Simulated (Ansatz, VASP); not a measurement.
**Ti in VASP and in Ansatz**

```
Ti
1.0
     0.00000    2.24780    1.92614
     2.24780    0.00000    1.92614
     2.24780    2.24780    0.00000
Ti
1
Direct
  0.00000 0.00000 0.00000
```

Alike in both runs: task single point; functional PBE; k mesh 20 × 20 × 20; occupations gaussian, width 0.15 eV; no spin polarisation.

|  | VASP | Ansatz |
| --- | --- | --- |
| version | VASP 6.6.1 | Ansatz 0.2.0 |
| potentials or method | VASP PAW PBE potentials, release 64 (Ti_sv), cutoff 520 eV | scalar-relativistic, plane waves, PAW |
| valence electrons in the cell | 12 | 12 |

```csv
,VASP,Ansatz,Ansatz less VASP
gap on the k mesh at the Fermi level (eV),none,none,-
pressure (GPa),-10.1,-10.0,+0.10
"traceless stress, the component that is largest in VASP (GPa)",2.15,2.15,-0.004
```

A gap of «none» marks a metal or a gap that the smearing closes.
